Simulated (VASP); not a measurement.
# Hg (Amm2) in VASP: single point with PBE

Aim: the single point of Hg with PBE.

Program: VASP 6.6.1. These are calculated values, not measurements. Logs are shortened: lines on timing, memory, paths and dates and some standing lists are left out, and cuts for length are marked.

## 1. The cell of the first run

Symmetry: Amm2, No. 38, orthorhombic system. The conventional cell has a = 3.718 Å, b = 4.650 Å, c = 7.137 Å, α = 90.00°, β = 90.00°, γ = 90.00°. Hg (site symmetry mm2) has 5 Hg at 2.42 to 2.91 Å within 3.2 Å. Hg (site symmetry mm2) has 14 Hg at 2.71 to 3.72 Å within 3.8 Å. Within 3.3 Å of Hg (site symmetry mm2) lie 9 Hg at 2.42 to 3.26 Å.

## 2. Single point, PBE (strained and its atoms moved)

Input file INCAR:

```
PREC = Accurate ; ENCUT = 520
EDIFF = 1E-7 ; ISMEAR = 0
SIGMA = 0.1 ; LREAL = False
LASPH = True ; NELM = 100
ALGO = Fast ; ISIF = 2
LWAVE = False ; LCHARG = True
GGA = PE ; LELF = True
LVHAR = True ; NBANDS = 25
```

Input file KPOINTS:

```
Automatic mesh
0
Gamma
  10 10 10
```

Input file POSCAR:

```
Hg
1.0
    4.6497338696      0.0000000000      0.0000000000
   -2.3248669348      3.5683447760      0.0000000000
    0.0000000000      0.0000000000      3.7181799000
Hg
3
Direct
    0.2896068257      0.5792136515      0.5000000000
    0.0128007158      0.0256014316      0.0000000000
    0.6975924585      0.3951849169      0.5000000000
```

Potentials or basis: VASP PAW PBE potentials, release 64 (Hg).

Started as:

```sh
> cat potpaw_PBE.64/Hg/POTCAR > POTCAR
> mpirun -np 1 vasp_std > vasp.out
```

OUTCAR:

```text
PREC = Accurate
   ENCUT = 520
   EDIFF = 1E-7
   ISMEAR = 0
   LREAL = False
   LASPH = True
   NELM = 100
   ISIF = 2
   GGA = PE

 ion  position               nearest neighbor table
   1  0.290  0.579  0.500-   3 2.42   3 2.42   2 2.71   2 2.71   3 2.91   2 3.38   2 3.38   2 3.38
                             2 3.38
   2  0.013  0.026  0.000-   1 2.71   1 2.71   3 2.92   3 2.92   3 3.26   3 3.26   3 3.26   3 3.26
                             1 3.38   1 3.38   1 3.38   1 3.38
   3  0.698  0.395  0.500-   1 2.42   1 2.42   1 2.91   2 2.92   2 2.92   2 3.26   2 3.26   2 3.26
                             2 3.26

  Warning from LATTYP: Monoclinic adjustment (A1->A3, A2->A1, A3->A2)!
  LATTYP: Found a base centered orthorhombic cell.
 ALAT       =     4.6497338696
 B/A-ratio  =     1.5348597903
 C/A-ratio  =     0.7996543467

  Lattice vectors:

 A1 = (   2.3248669348,  -3.5683447760,   0.0000000000)
 A2 = (   2.3248669348,   3.5683447760,   0.0000000000)
 A3 = (   0.0000000000,   0.0000000000,   3.7181799000)

Analysis of symmetry for initial positions (statically):
=====================================================================
 Subroutine PRICEL returns:
 Original cell was already a primitive cell.

 Routine SETGRP: Setting up the symmetry group for a
 base centered orthorhombic supercell.

 Subroutine GETGRP returns: Found  4 space group operations
 (whereof  4 operations were pure point group operations)
 out of a pool of  8 trial point group operations.

The static configuration has the point symmetry C_2v.

Analysis of symmetry for dynamics (positions and initial velocities):
=====================================================================
 Subroutine PRICEL returns:
 Original cell was already a primitive cell.

 Routine SETGRP: Setting up the symmetry group for a
 base centered orthorhombic supercell.

 Subroutine GETGRP returns: Found  4 space group operations
 (whereof  4 operations were pure point group operations)
 out of a pool of  8 trial point group operations.

The dynamic configuration has the point symmetry C_2v.

 Subroutine INISYM returns: Found  4 space group operations
 (whereof  4 operations are pure point group operations),
 and found     1 'primitive' translations

----------------------------------------------------------------------------------------

                                     Primitive cell

  volume of cell :      61.6915

  direct lattice vectors                    reciprocal lattice vectors
     4.649733870  0.000000000  0.000000000     0.215066072  0.140120989  0.000000000
    -2.324866935  3.568344776  0.000000000     0.000000000  0.280241979  0.000000000
     0.000000000  0.000000000  3.718179900     0.000000000  0.000000000  0.268948794

  length of vectors
     4.649733870  4.258883739  3.718179900     0.256685229  0.280241979  0.268948794

  position of ions in fractional coordinates (direct lattice)
     0.289606826  0.579213651  0.500000000
     0.012800716  0.025601432  0.000000000
     0.697592458  0.395184917  0.500000000

  ion indices of the primitive-cell ions
   primitive index   ion index
                 1           1
                 2           2
                 3           3

----------------------------------------------------------------------------------------

 KPOINTS: Automatic mesh

Automatic generation of k-mesh.
 Grid dimensions read from file:
 generate k-points for:   10   10   10

 Generating k-lattice:

  Cartesian coordinates                     Fractional coordinates (reciprocal lattice)
     0.021506607  0.014012099  0.000000000     0.100000000  0.000000000  0.000000000
     0.000000000  0.028024198  0.000000000     0.000000000  0.100000000  0.000000000
     0.000000000  0.000000000  0.026894879     0.000000000  0.000000000  0.100000000

  Length of vectors
     0.025668523  0.028024198  0.026894879

  Shift w.r.t. Gamma in fractional coordinates (k-lattice)
     0.000000000  0.000000000  0.000000000

 Subroutine IBZKPT returns following result:
 ===========================================

 Found    186 irreducible k-points:

 Following reciprocal coordinates:
            Coordinates               Weight
  0.000000  0.000000  0.000000      1.000000
  0.100000 -0.000000  0.000000      4.000000
  0.200000 -0.000000  0.000000      4.000000
  0.300000  0.000000  0.000000      4.000000
  0.400000 -0.000000  0.000000      4.000000
  0.500000 -0.000000  0.000000      2.000000
[... 16 lines left out ...]
  0.000000  0.300000  0.000000      2.000000
  0.100000  0.300000  0.000000      4.000000
 [... further k-points ...]
   k-points           NKPTS =    186   k-points in BZ     NKDIM =    186   number of bands    NBANDS=     25
   number of dos      NEDOS =    301   number of ions     NIONS =      3
   total plane-waves  NPLWV =  32256
   dimension x,y,z NGX =    36 NGY =   32 NGZ =   28
   dimension x,y,z NGXF=    72 NGYF=   64 NGZF=   56
   ions per type =               3
   NGX,Y,Z   is equivalent  to a cutoff of  12.87, 12.49, 12.52 a.u.
   NGXF,Y,Z  is equivalent  to a cutoff of  25.74, 24.98, 25.04 a.u.
 SYSTEM =  unknown system
   PREC   = accura    normal or accurate (medium, high low for compatibility)
   ISTART =      0    job   : 0-new  1-cont  2-samecut
   ICHARG =      2    charge: 1-file 2-atom 10-const
   ISPIN  =      1    spin polarized calculation?
   LNONCOLLINEAR =      F non collinear calculations
   LSORBIT =      F    spin-orbit coupling
   LASPH  =      T    aspherical Exc in radial PAW
   ENCUT  =  520.0 eV  38.22 Ry    6.18 a.u.   8.65  7.92  6.91*2*pi/ulx,y,z
   NELM   =    100;   NELMIN=  2; NELMDL= -5     # of ELM steps
   EDIFF  = 0.1E-06   stopping-criterion for ELM
   LREAL  =      F    real-space projection
   EDIFFG = 0.1E-05   stopping-criterion for IOM
   NSW    =      0    number of steps for IOM
   IBRION =     -1    ionic relax: 0-MD 1-quasi-New 2-CG
   NFREE  =      0    steps in history (QN), initial steepest desc. (CG)
   ISIF   =      2    stress and relaxation
   ISYM   =      2    0-nonsym 1-usesym 2-fastsym
   POTIM  = 0.5000    time-step for ionic-motion
   TEBEG  =    0.0;   TEEND  =   0.0 temperature during run
   PSTRESS=    0.0 pullay stress
   NELECT =      36.0000    total number of electrons
   NUPDOWN=      -1.0000    fix difference up-down
   EMIN   =  10.00;   EMAX   =-10.00  energy-range for DOS
   EFERMI =   0.00;   METHOD = LEGACY
   ISMEAR =     0;   SIGMA  =   0.10  broadening in eV -4-tet -1-fermi 0-gaus
   EFERMI_NEDOS =   21; number of points for ismear=-14 and -15
   IALGO  =     68    algorithm
   IMIX   =      4    mixing-type and parameters
     AMIX     =   0.40;   BMIX     =  1.00
     AMIX_MAG =   1.60;   BMIX_MAG =  1.00
  volume/ion in A,a.u.               =      20.56       138.77
  Fermi-wavevector in a.u.,A,eV,Ry     =   1.368046  2.585231 25.463966  1.871549
  Thomas-Fermi vector in A             =   2.494044
   LORBIT       =      0    0 simple, 1 ext, 2 COOP (PROOUT), +10 PAW based schemes
   GGA     = PE    functional components
   LHFCALC =     F    Hartree Fock is set to
   AEXX    =    0.0000 exact exchange contribution
   IVDW    =     0    specifies the selected vdW correction
   LEPSILON=     F    determine dielectric tensor
   LRPA    =     F    only Hartree local field effects (RPA)
 non-spin polarized calculation
 RMM-DIIS sequential band-by-band and
 Gauss-broadening in eV      SIGMA  =   0.10
  energy-cutoff  :      520.00
  volume of cell :       61.69
 maximum number of plane-waves:      1686
   NGX = 17   NGY = 15   NGZ = 13

 number of electron      36.0000006 magnetization

 Free energy of the ion-electron system (eV)
  ---------------------------------------------------
  ext. energy  EPLUGINS =         0.00000000
  ---------------------------------------------------
  free energy    TOTEN  =         2.07180633 eV

  energy without entropy =        2.07615687  energy(sigma->0) =        2.07398160

 E-fermi :   4.3375     XC(G=0): -11.5219

 val. band max:        4.3315749871   @ k =   0.2000   0.2000   0.4000
 cond. band min:       4.3498354680   @ k =   0.4000  -0.0000   0.4000
 fundamental gap:      0.0182604809
 Fermi energy:         4.3375015439

 k-point     1 :       0.0000    0.0000    0.0000
  band No.  band energies     occupation
      1      -7.2003      2.00000
      2      -5.5182      2.00000
      3      -4.9453      2.00000
      4      -4.8970      2.00000
      5      -4.8957      2.00000
      6      -4.6623      2.00000
[... 17 lines left out ...]
     24      13.2111      0.00000
     25      17.5817      0.00000

 k-point     2 :       0.1000   -0.0000    0.0000
  band No.  band energies     occupation
      1      -7.0898      2.00000
      2      -5.6078      2.00000
      3      -4.9893      2.00000
      4      -4.9493      2.00000
      5      -4.6023      2.00000
      6      -4.5680      2.00000
[... 17 lines left out ...]
     24      13.3642      0.00000
     25      16.6590      0.00000

 k-point     3 :       0.2000   -0.0000    0.0000
  band No.  band energies     occupation
      1      -6.7900      2.00000
      2      -5.6841      2.00000
      3      -4.9989      2.00000
      4      -4.8988      2.00000
      5      -4.4174      2.00000
      6      -4.3582      2.00000
[... 17 lines left out ...]
     24      13.8996      0.00000
     25      15.3916      0.00000

 k-point     4 :       0.3000    0.0000    0.0000
  band No.  band energies     occupation
      1      -6.4251      2.00000
      2      -5.5596      2.00000
      3      -5.0019      2.00000
      4      -4.8170      2.00000
      5      -4.6888      2.00000
      6      -4.2941      2.00000
[... 17 lines left out ...]
     24      13.8750      0.00000
     25      14.8738      0.00000
[... 477 lines left out ...]
 k-point    22 :      -0.4000    0.2000    0.0000
  band No.  band energies     occupation
      1      -6.1963      2.00000
      2      -5.4978      2.00000
      3      -5.2213      2.00000
      4      -4.9386      2.00000
      5      -4.6749      2.00000
      6      -4.0121      2.00000
[... 17 lines left out ...]
     24      14.1761      0.00000
     25      14.5876      0.00000

 k-point    23 :       0.0000    0.3000    0.0000
  band No.  band energies     occupation
      1      -6.7600      2.00000
      2      -5.1131      2.00000
      3      -4.8060      2.00000
      4      -4.7130      2.00000
      5      -4.5991      2.00000
      6      -4.4983      2.00000
[... 17 lines left out ...]
     24      14.2740      0.00000
     25      14.8232      0.00000

 k-point    24 :       0.1000    0.3000    0.0000
  band No.  band energies     occupation
      1      -6.6414      2.00000
      2      -5.1131      2.00000
      3      -4.9316      2.00000
      4      -4.6627      2.00000
      5      -4.5075      2.00000
      6      -4.2981      2.00000
[... 17 lines left out ...]
     24      13.8487      0.00000
     25      14.2071      0.00000

 [... further k-points ...]

------------------------ aborting loop because EDIFF is reached ----------------------------------------

  FORCE on cell =-STRESS in cart. coord.  units (eV):
  Direction    XX          YY          ZZ          XY          YZ          ZX
  --------------------------------------------------------------------------------------
  -------------------------------------------------------------------------------------
  Total       23.0550295      9.6708066      7.4882831      0.0000000      0.0000000      0.0000000
  in kB      598.7574905    251.1585544    194.4766801      0.0000000      0.0000000      0.0000000
  external PRESSURE =     348.1309083 kB  Pullay stress =       0.0000000 kB

 VOLUME and BASIS-vectors are now :
 -----------------------------------------------------------------------------
  energy-cutoff  :      520.00
  volume of cell :       61.69
      direct lattice vectors                 reciprocal lattice vectors
     4.649733870  0.000000000  0.000000000     0.215066072  0.140120989  0.000000000
    -2.324866935  3.568344776  0.000000000     0.000000000  0.280241979  0.000000000
     0.000000000  0.000000000  3.718179900     0.000000000  0.000000000  0.268948794

 POSITION                                       TOTAL-FORCE (eV/Angst)
 -----------------------------------------------------------------------------------
     -0.00000      2.06683      1.85909        -0.000000      3.575099      0.000000
     -0.00000      0.09135      0.00000         0.000000     -1.270923      0.000000
      2.32487      1.41016      1.85909         0.000000     -2.304176      0.000000
 -----------------------------------------------------------------------------------
    total drift:                                0.000005      0.000067      0.000000

  FREE ENERGIE OF THE ION-ELECTRON SYSTEM (eV)
  ---------------------------------------------------
  free  energy   TOTEN  =         2.0718063258 eV

  energy  without entropy=        2.0761568726  energy(sigma->0) =        2.07398160
```

Wall time 99 s (1 thread of Intel Xeon Platinum 8559C (Emerald Rapids), shared host); peak memory 0.33 GiB.

What came out:

```
Free energy            : 2.0718 eV
Pressure               : 34.8 GPa
Largest force          : 3.575 eV/Å
Band gap on the k mesh : zero (bands 18 and 19 overlap by 4.46 eV)
```

Forces on the atoms (eV/Å):
```
Hg   0.000  3.575  0.000
Hg   0.000 -1.271  0.000
Hg   0.000 -2.304  0.000
```

Caveat: the cell differs from its parent crystal (strained and its atoms moved); the cell stands under pressure; spin-orbit coupling is left out, which moves the levels of the heavy elements; forces of over 1 eV/Å act on the atoms, so gaps and moduli don't describe the material at rest.
